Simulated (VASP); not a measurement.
# Si5N (I4/mmm) in VASP: notebook, part 2 of 2

VASP 6.6.1.

## (4) Single point, PBE

This run uses another cell than the first one, of 14.50 Å³/atom, 0.952 times its volume.

Input file INCAR:

```
PREC     = Accurate       # precision mode
ENCUT    = 520            # plane-wave cutoff, eV
EDIFF    = 1E-6           # SCF threshold, eV
ISMEAR   = 0              # smearing method
SIGMA    = 0.1            # smearing width, eV
LREAL    = F              # projectors in reciprocal space
LASPH    = T              # aspherical terms in the spheres
NELM     = 100            # most SCF steps
ALGO     = Normal         # electronic algorithm
ISIF     = 2              # what is computed and relaxed
LWAVE    = F              # write WAVECAR
LCHARG   = F              # write CHGCAR
GGA      = PE             # functional
NBANDS   = 22             # bands
```

Input file KPOINTS:

```
regular mesh
0
Gamma
  4 4 4
```

Input file POSCAR:

```
Si5N
1.0
   -2.7051508300      2.7051508300      2.9720061200
    2.7051508300     -2.7051508300      2.9720061200
    2.7051508300      2.7051508300     -2.9720061200
Si N
5 1
Direct
    0.0000000000      0.3516755800      0.3516755800
    0.0000000000      0.6483244200      0.6483244200
    0.6483244200      0.0000000000      0.6483244200
    0.3516755800      0.0000000000      0.3516755800
    0.5000000000      0.5000000000      0.0000000000
    0.0000000000      0.0000000000      0.0000000000
```

Potentials or basis: VASP PAW PBE potentials, release 64 (Si, N).

The run is started by

```sh
> cat potpaw_PBE.64/Si/POTCAR potpaw_PBE.64/N/POTCAR > POTCAR
> mpirun -np 1 vasp_std > vasp.out
```

OUTCAR:

```text
PREC = Accurate
   ENCUT = 520
   EDIFF = 1E-6
   ISMEAR = 0
   LREAL = F
   LASPH = T
   NELM = 100
   ISIF = 2
   GGA = PE

 ion  position               nearest neighbor table
   1  0.000  0.352  0.352-   2 1.60   6 1.90   4 2.69   3 2.69   5 2.82   5 2.82
   2  0.000  0.648  0.648-   1 1.60   6 1.90   3 2.69   4 2.69   5 2.82   5 2.82
   3  0.648  0.000  0.648-   4 1.60   6 1.90   1 2.69   2 2.69   5 2.82   5 2.82
   4  0.352  0.000  0.352-   3 1.60   6 1.90   1 2.69   2 2.69   5 2.82   5 2.82
   5  0.500  0.500  0.000-   2 2.82   3 2.82   1 2.82   4 2.82   3 2.82   4 2.82   2 2.82   1 2.82

   6  0.000  0.000  0.000-   1 1.90   2 1.90   3 1.90   4 1.90

  LATTYP: Found a body centered tetragonal cell.
 ALAT       =     5.4103016600
 C/A-ratio  =     1.0986471021

  Lattice vectors:

 A1 = (  -2.7051508300,   2.7051508300,   2.9720061200)
 A2 = (   2.7051508300,  -2.7051508300,   2.9720061200)
 A3 = (   2.7051508300,   2.7051508300,  -2.9720061200)

Analysis of symmetry for initial positions (statically):
=====================================================================
 Subroutine PRICEL returns:
 Original cell was already a primitive cell.

 Routine SETGRP: Setting up the symmetry group for a
 body centered tetragonal supercell.

 Subroutine GETGRP returns: Found 16 space group operations
 (whereof 16 operations were pure point group operations)
 out of a pool of 16 trial point group operations.

The static configuration has the point symmetry D_4h.

Analysis of symmetry for dynamics (positions and initial velocities):
=====================================================================
 Subroutine PRICEL returns:
 Original cell was already a primitive cell.

[... 119 lines left out ...]
   EFERMI_NEDOS =   21; number of points for ismear=-14 and -15
   IALGO  =     38    algorithm
   IMIX   =      4    mixing-type and parameters
     AMIX     =   0.40;   BMIX     =  1.00
     AMIX_MAG =   1.60;   BMIX_MAG =  1.00
  volume/ion in A,a.u.               =      14.50        97.84
  Fermi-wavevector in a.u.,A,eV,Ry     =   1.080332  2.041532 15.879597  1.167117
  Thomas-Fermi vector in A             =   2.216320
   LORBIT       =      0    0 simple, 1 ext, 2 COOP (PROOUT), +10 PAW based schemes
   GGA     = PE    functional components
   LHFCALC =     F    Hartree Fock is set to
   AEXX    =    0.0000 exact exchange contribution
   IVDW    =     0    specifies the selected vdW correction
   LEPSILON=     F    determine dielectric tensor
   LRPA    =     F    only Hartree local field effects (RPA)
 non-spin polarized calculation
 Gauss-broadening in eV      SIGMA  =   0.10
  energy-cutoff  :      520.00
  volume of cell :       86.99
 maximum number of plane-waves:      2376
   NGX = 17   NGY = 17   NGZ = 17

 number of electron      24.9999999 magnetization

 Free energy of the ion-electron system (eV)
  ---------------------------------------------------
  ext. energy  EPLUGINS =         0.00000000
  ---------------------------------------------------
  free energy    TOTEN  =       -16.56669897 eV

  energy without entropy =      -16.55795369  energy(sigma->0) =      -16.56232633

 E-fermi :   8.5725     XC(G=0): -10.6067

 val. band max:        8.4832713158   @ k =   0.5000  -0.0000   0.0000
 cond. band min:       8.5786326337   @ k =  -0.2500   0.2500   0.0000
 fundamental gap:      0.0953613178
 Fermi energy:         8.5724721649

 k-point     1 :       0.0000    0.0000    0.0000
  band No.  band energies     occupation
      1      -9.4511      2.00000
      2      -3.6189      2.00000
      3      -0.7361      2.00000
      4      -0.6552      2.00000
      5      -0.6552      2.00000
      6       3.1010      2.00000
[... 314 lines left out ...]
     21      15.1692      0.00000
     22      15.1692      0.00000

------------------------ aborting loop because EDIFF is reached ----------------------------------------

  FORCE on cell =-STRESS in cart. coord.  units (eV):
  Direction    XX          YY          ZZ          XY          YZ          ZX
  --------------------------------------------------------------------------------------
  -------------------------------------------------------------------------------------
  Total       45.0733403     45.0733403      0.2351634      0.0000000     -0.0000000      0.0000000
  in kB      830.1138606    830.1138606      4.3309940      0.0000000     -0.0000000      0.0000000
  external PRESSURE =     554.8529050 kB  Pullay stress =       0.0000000 kB

 VOLUME and BASIS-vectors are now :
 -----------------------------------------------------------------------------
  energy-cutoff  :      520.00
  volume of cell :       86.99
      direct lattice vectors                 reciprocal lattice vectors
    -2.705150830  2.705150830  2.972006120     0.000000000  0.184832577  0.168236531
     2.705150830 -2.705150830  2.972006120     0.184832577  0.000000000  0.168236531
     2.705150830  2.705150830 -2.972006120     0.184832577  0.184832577  0.000000000

 POSITION                                       TOTAL-FORCE (eV/Angst)
 -----------------------------------------------------------------------------------
      1.90267      0.00000      0.00000       -28.250820     -0.000000      0.000000
      3.50763      0.00000      0.00000        28.250820     -0.000000      0.000000
      0.00000      3.50763      0.00000        -0.000000     28.250820      0.000000
      0.00000      1.90267      0.00000        -0.000000    -28.250820      0.000000
      0.00000      0.00000      2.97201         0.000000     -0.000000      0.000000
      0.00000      0.00000      0.00000        -0.000000     -0.000000      0.000000
 -----------------------------------------------------------------------------------
    total drift:                               -0.000000     -0.000000     -0.000000

  FREE ENERGIE OF THE ION-ELECTRON SYSTEM (eV)
  ---------------------------------------------------
  free  energy   TOTEN  =       -16.5666989711 eV

  energy  without entropy=      -16.5579536874  energy(sigma->0) =      -16.56232633
```

It took 11 s on 1 thread of Intel Xeon Platinum 8481C at 2.70GHz (Sapphire Rapids), shared host; peak memory 0.2 GiB.

Results:

| Quantity | Value |
| --- | --- |
| Free energy | -16.5667 eV |
| Pressure | 55.5 GPa |
| Largest force | 28.251 eV/Å |

Forces in eV/Å, atoms in the order of the input:
```
Si  -28.251   0.000   0.000
Si   28.251   0.000   0.000
Si    0.000  28.251   0.000
Si    0.000 -28.251   0.000
Si    0.000   0.000   0.000
N     0.000   0.000   0.000
```

Stress tensor (GPa, compression positive):
```
83.01  0.00  0.00
 0.00 83.01  0.00
 0.00  0.00  0.43
```

Caveat: the k points lie up to 0.41 Å⁻¹ apart; forces of over 1 eV/Å act on the atoms, so gaps and moduli don't describe the material at rest.

## (5) Overview

```tsv
task	cell	k mesh	cutoff (eV)	gap on the mesh (eV)	pressure (GPa)	largest force (eV/Å)
single point	a = 5.032 Å, angles 101.6, 101.6, 126.6°, 6 atoms	10 × 10 × 10	520	none	0.0	0.01
relaxation of cell and atoms	relaxed from a = 5.002 Å, angles 102.9, 102.9, 123.7°, 6 atoms	10 × 10 × 10	600	-	0.0	0.01
single point	a = 4.844 Å, angles 112.1, 112.1, 104.3°, 6 atoms	4 × 4 × 4	520	none	55.5	28.25
```

Alike in all rows: level PBE; potentials or basis VASP PAW PBE potentials, release 64 (Si, N); no spin polarisation; smearing gaussian 0.1 eV.

Caveats: some runs use coarse meshes; the bands computed are all filled at some k points, so no gap is given (some runs); forces of over 1 eV/Å act on the atoms, so gaps and moduli don't describe the material at rest (some runs).

Total energies depend on the potentials used, so only differences within one code and one set of settings carry meaning.
